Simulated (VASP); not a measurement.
# Ge (P6_3/mmc) in VASP: notebook

The runs below take Ge through single point, with r2SCAN.

All numbers are computed with VASP 6.6.1; they aren't measurements. Logs are shortened: lines on timing, memory, paths and dates and some standing lists are left out, and cuts for length are marked.

## 1. The cell of the first run

The structure is hexagonal, space group P6_3/mmc (No. 194). The conventional cell has a = 3.936 Å, b = 3.936 Å, c = 6.504 Å, α = 90.00°, β = 90.00°, γ = 120.00°. Within 3.2 Å of Ge (site symmetry 3m) lie 4 Ge at 2.42 to 2.43 Å.

This isn't the form of Ge at room conditions, which is diamond.

## 2. Single point, r2SCAN (equal strain along all axes, cell held: -1.5 %, then relaxed in part)

Contents of POSCAR:

```
Ge
1.0
    3.9357139709      0.0000000000      0.0000000000
   -1.9678569854      3.4084282808      0.0000000000
    0.0000000000      0.0000000000      6.5036702955
Ge
4
Direct
    0.6666666667      0.3333333333      0.0630876627
    0.3333333333      0.6666666667      0.5630876627
    0.6666666667      0.3333333333      0.4369123373
    0.3333333333      0.6666666667      0.9369123373
```

Contents of INCAR.step1:

```
ALGO = Normal ; EDIFF = 1E-4
ENCUT = 520 ; GGA = PE
ISMEAR = 0 ; LASPH = T
LCHARG = F ; LREAL = F
LWAVE = T ; NBANDS = 36
NELM = 60 ; PREC = Accurate
SIGMA = 0.01
```

Contents of INCAR.step2:

```
ALGO = Normal ; EDIFF = 1E-6
ENCUT = 520 ; ISIF = 2
ISMEAR = 0 ; ISTART = 1
LASPH = T ; LCHARG = F
LMIXTAU = T ; LREAL = F
LWAVE = F ; METAGGA = R2SCAN
NBANDS = 36 ; NELM = 60
PREC = Accurate ; SIGMA = 0.01
```

Contents of KPOINTS:

```
k-points
0
Gamma
  12 12 6
```

Potentials or basis: VASP PAW PBE potentials, release 64 (Ge_d).

Started as:

```sh
> cat potpaw_PBE.64/Ge_d/POTCAR > POTCAR
> cp INCAR.step1 INCAR
> mpirun -np 1 vasp_std > vasp.out
> cp INCAR.step2 INCAR
> mpirun -np 1 vasp_std > vasp.out
```

OUTCAR:

```text
EDIFF = 1E-6
   ENCUT = 520
   ISIF = 2
   ISMEAR = 0
   ISTART = 1
   LASPH = T
   LREAL = F
   METAGGA = R2SCAN
   NELM = 60
   PREC = Accurate

 ion  position               nearest neighbor table
   1  0.667  0.333  0.063-   4 2.42   4 2.42   4 2.42   3 2.43
   2  0.333  0.667  0.563-   3 2.42   3 2.42   3 2.42   4 2.43
   3  0.667  0.333  0.437-   2 2.42   2 2.42   2 2.42   1 2.43
   4  0.333  0.667  0.937-   1 2.42   1 2.42   1 2.42   2 2.43

  LATTYP: Found a hexagonal cell.
 ALAT       =     3.9357139709
 C/A-ratio  =     1.6524753434

  Lattice vectors:

 A1 = (   3.9357139709,   0.0000000000,   0.0000000000)
 A2 = (  -1.9678569854,   3.4084282808,   0.0000000000)
 A3 = (   0.0000000000,   0.0000000000,   6.5036702955)

Analysis of symmetry for initial positions (statically):
=====================================================================
 Subroutine PRICEL returns:
 Original cell was already a primitive cell.

 Routine SETGRP: Setting up the symmetry group for a
 hexagonal supercell.

 Subroutine GETGRP returns: Found 24 space group operations
 (whereof 12 operations were pure point group operations)
 out of a pool of 24 trial point group operations.

The static configuration has the point symmetry D_3d.
 The point group associated with its full space group is D_6h.

Analysis of symmetry for dynamics (positions and initial velocities):
=====================================================================
 Subroutine PRICEL returns:
 Original cell was already a primitive cell.

 Routine SETGRP: Setting up the symmetry group for a
 hexagonal supercell.

 Subroutine GETGRP returns: Found 24 space group operations
 (whereof 12 operations were pure point group operations)
 out of a pool of 24 trial point group operations.

The dynamic configuration has the point symmetry D_3d.
 The point group associated with its full space group is D_6h.

 Subroutine INISYM returns: Found 24 space group operations
 (whereof 12 operations are pure point group operations),
 and found     1 'primitive' translations

----------------------------------------------------------------------------------------

                                     Primitive cell

  volume of cell :      87.2441

[... 88 lines left out ...]
   LSORBIT =      F    spin-orbit coupling
   LASPH  =      T    aspherical Exc in radial PAW
   ENCUT  =  520.0 eV  38.22 Ry    6.18 a.u.   7.32  7.32 12.09*2*pi/ulx,y,z
   NELM   =     60;   NELMIN=  2; NELMDL=  0     # of ELM steps
   EDIFF  = 0.1E-05   stopping-criterion for ELM
   LREAL  =      F    real-space projection
   EDIFFG = 0.1E-04   stopping-criterion for IOM
   NSW    =      0    number of steps for IOM
   IBRION =     -1    ionic relax: 0-MD 1-quasi-New 2-CG
   NFREE  =      0    steps in history (QN), initial steepest desc. (CG)
   ISIF   =      2    stress and relaxation
   ISYM   =      2    0-nonsym 1-usesym 2-fastsym
   POTIM  = 0.5000    time-step for ionic-motion
   TEBEG  =    0.0;   TEEND  =   0.0 temperature during run
   PSTRESS=    0.0 pullay stress
   NELECT =      56.0000    total number of electrons
   NUPDOWN=      -1.0000    fix difference up-down
   EMIN   =  10.00;   EMAX   =-10.00  energy-range for DOS
   EFERMI =   0.00;   METHOD = LEGACY
   ISMEAR =     0;   SIGMA  =   0.01  broadening in eV -4-tet -1-fermi 0-gaus
   EFERMI_NEDOS =   21; number of points for ismear=-14 and -15
   IALGO  =     38    algorithm
   IMIX   =      4    mixing-type and parameters
     AMIX     =   0.40;   BMIX     =  1.00
     AMIX_MAG =   1.60;   BMIX_MAG =  1.00
  volume/ion in A,a.u.               =      21.81       147.19
  Fermi-wavevector in a.u.,A,eV,Ry     =   1.412187  2.668646 27.133706  1.994271
  Thomas-Fermi vector in A             =   2.533961
   LORBIT       =      0    0 simple, 1 ext, 2 COOP (PROOUT), +10 PAW based schemes
   METAGGA = R2SCAN    functional components
   LHFCALC =     F    Hartree Fock is set to
   AEXX    =    0.0000 exact exchange contribution
   IVDW    =     0    specifies the selected vdW correction
   LEPSILON=     F    determine dielectric tensor
   LRPA    =     F    only Hartree local field effects (RPA)
 non-spin polarized calculation
 Gauss-broadening in eV      SIGMA  =   0.01
  energy-cutoff  :      520.00
  volume of cell :       87.24
 maximum number of plane-waves:      2382
 NGX is ok and might be reduce to    30
   NGX = 15   NGY = 15   NGZ = 25

 number of electron      55.9999969 magnetization

 Free energy of the ion-electron system (eV)
  ---------------------------------------------------
  ext. energy  EPLUGINS =         0.00000000
  ---------------------------------------------------
  free energy    TOTEN  =       -55.37175460 eV

  energy without entropy =      -55.37175460  energy(sigma->0) =      -55.37175460

 E-fermi :   5.4985     XC(G=0): -11.0114

 val. band max:        5.3750870046   @ k =   0.0000   0.0000   0.0000
 cond. band min:       5.5718654782   @ k =   0.0000   0.0000   0.0000
 fundamental gap:      0.1967784736
 Fermi energy:         5.4985465986

 k-point     1 :       0.0000    0.0000    0.0000
  band No.  band energies     occupation
      1     -20.4202      2.00000
      2     -20.4202      2.00000
      3     -20.3756      2.00000
      4     -20.3745      2.00000
      5     -20.3744      2.00000
      6     -20.3625      2.00000
[... 925 lines left out ...]
     35      12.9834      0.00000
     36      13.5827      0.00000

 [... further k-points ...]

------------------------ aborting loop because EDIFF is reached ----------------------------------------

  FORCE on cell =-STRESS in cart. coord.  units (eV):
  Direction    XX          YY          ZZ          XY          YZ          ZX
  --------------------------------------------------------------------------------------
  -------------------------------------------------------------------------------------
  Total        1.9500588      1.9500588      2.0065137      0.0000000      0.0000000      0.0000000
  in kB       35.8114644     35.8114644     36.8482203      0.0000000      0.0000000      0.0000000
  external PRESSURE =      36.1570497 kB  Pullay stress =       0.0000000 kB

 VOLUME and BASIS-vectors are now :
 -----------------------------------------------------------------------------
  energy-cutoff  :      520.00
  volume of cell :       87.24
      direct lattice vectors                 reciprocal lattice vectors
     3.935713971  0.000000000  0.000000000     0.254083505  0.146695180  0.000000000
    -1.967856985  3.408428281  0.000000000     0.000000000  0.293390360  0.000000000
     0.000000000  0.000000000  6.503670296     0.000000000  0.000000000  0.153759332

 POSITION                                       TOTAL-FORCE (eV/Angst)
 -----------------------------------------------------------------------------------
      1.96786      1.13614      0.41030        -0.000000      0.000000      0.006223
     -0.00000      2.27229      3.66214         0.000000     -0.000000      0.006223
      1.96786      1.13614      2.84153        -0.000000      0.000000     -0.006223
     -0.00000      2.27229      6.09337         0.000000     -0.000000     -0.006223
 -----------------------------------------------------------------------------------
    total drift:                               -0.000000      0.000000      0.000000

  FREE ENERGIE OF THE ION-ELECTRON SYSTEM (eV)
  ---------------------------------------------------
  free  energy   TOTEN  =       -55.3717545962 eV

  energy  without entropy=      -55.3717545962  energy(sigma->0) =      -55.37175460
```

OUTCAR.step1:

```text
EDIFF = 1E-4
   ENCUT = 520
   GGA = PE
   ISMEAR = 0
[... 1168 lines left out ...]
      1.96786      1.13614      0.41030         0.000000     -0.000000      0.005401
     -0.00000      2.27229      3.66214        -0.000000      0.000000      0.005401
      1.96786      1.13614      2.84153         0.000000      0.000000     -0.005401
     -0.00000      2.27229      6.09337        -0.000000      0.000000     -0.005401
 -----------------------------------------------------------------------------------
    total drift:                               -0.000000      0.000000      0.000000

  FREE ENERGIE OF THE ION-ELECTRON SYSTEM (eV)
  ---------------------------------------------------
  free  energy   TOTEN  =       -17.8479392273 eV

  energy  without entropy=      -17.8479255564  energy(sigma->0) =      -17.84793239
```

It took 16 min on 1 thread of Oxide Virtual Turin-like, shared host; peak memory 0.28 GiB.

What came out:

```yaml
Free_energy: -55.3718 eV
Pressure: 3.6 GPa
Largest_force: 0.006 eV/Å
Band_gap_on_the_k_mesh: 0.20 eV
```

Forces in eV/Å, atoms in the order of the input:
```
Ge   0.000  0.000  0.006
Ge   0.000  0.000  0.006
Ge   0.000  0.000 -0.006
Ge   0.000  0.000 -0.006
```

Caveat: the cell differs from its parent crystal (equal strain along all axes, cell held: -1.5 %, then relaxed in part); the cell stands under pressure; semilocal functionals underestimate gaps, and a narrow one can read as zero; the PAW data sets were made with another functional, which shifts forces and pressure a little.

## 3. Single point, r2SCAN (equal strain along all axes, cell held: -4.5 %, then relaxed in part)

Contents of POSCAR:

```
Ge
1.0
    3.8158445098      0.0000000000      0.0000000000
   -1.9079222549      3.3046182824      0.0000000000
    0.0000000000      0.0000000000      6.3055889667
Ge
4
Direct
    0.6666666667      0.3333333333      0.0633114473
    0.3333333333      0.6666666667      0.5633114473
    0.6666666667      0.3333333333      0.4366885527
    0.3333333333      0.6666666667      0.9366885527
```

Contents of INCAR.step1:

```
SYSTEM = Ge
  PREC = Accurate
  ENCUT = 520
  ISMEAR = 0
  SIGMA = 0.01
  LREAL = .FALSE.
  LASPH = .TRUE.
  NELM = 100
  NBANDS = 36
  GGA = PE
  ALGO = Normal
  EDIFF = 1E-4
  LWAVE = .TRUE.
  LCHARG = .FALSE.
```

Contents of INCAR.step2:

```
SYSTEM = Ge
  PREC = Accurate
  ENCUT = 520
  EDIFF = 1E-6
  ISMEAR = 0
  SIGMA = 0.01
  LREAL = .FALSE.
  LASPH = .TRUE.
  NELM = 100
  ALGO = Normal
  ISIF = 2
  LWAVE = .FALSE.
  LCHARG = .TRUE.
  METAGGA = R2SCAN
  LMIXTAU = .TRUE.
  LELF = .TRUE.
  LVHAR = .TRUE.
  NBANDS = 36
  ISTART = 1
```

Contents of KPOINTS:

```
regular mesh
0
G
  12 12 6
  0 0 0
```

Potentials or basis: VASP PAW PBE potentials, release 64 (Ge_d).

Started as:

```sh
> cat potpaw_PBE.64/Ge_d/POTCAR > POTCAR
> cp INCAR.step1 INCAR
> mpirun -np 1 vasp_std > vasp.out
> cp INCAR.step2 INCAR
> mpirun -np 1 vasp_std > vasp.out
```

Run time: 12 min. Hardware: 1 thread of Oxide Virtual Turin-like, shared host; peak memory 0.26 GiB.

It converged, with:

```
Free energy            : -54.9682 eV
Pressure               : 13.7 GPa
Largest force          : 0.008 eV/Å
Band gap on the k mesh : 0.40 eV (least direct gap 0.45 eV)
```

Forces on the atoms (eV/Å):
```
Ge   0.000  0.000  0.008
Ge   0.000  0.000  0.008
Ge   0.000  0.000 -0.008
Ge   0.000  0.000 -0.008
```

Stress tensor (GPa, compression positive):
```
13.56  0.00  0.00
 0.00 13.56  0.00
 0.00  0.00 14.05
```

Levels at points of the mesh, in eV from the valence-band top:
```tsv
k point	band 24	band 25	band 26	band 27	band 28	band 29	band 30	band 31	band 32	band 33
(0.00, 0.00, 0.00)	-1.99	-1.99	-0.41	0.00	0.00	0.45	1.54	2.20	2.20	2.95
(0.50, 0.00, 0.00)	-7.57	-5.73	-3.93	-3.66	-1.94	0.42	2.22	3.63	3.79	4.78
(0.00, 0.00, 0.50)	-5.43	-1.23	-1.23	-1.23	-1.23	1.32	1.32	3.50	3.50	3.50
(0.50, 0.00, 0.50)	-8.97	-3.24	-3.24	-3.14	-3.14	0.66	0.66	2.07	2.07	6.71
```

Caveat: the cell differs from its parent crystal (equal strain along all axes, cell held: -4.5 %, then relaxed in part); the cell stands under pressure; semilocal functionals underestimate gaps, and a narrow one can read as zero; the PAW data sets were made with another functional, which shifts forces and pressure a little.

(Part 1 of 2 ends here.)
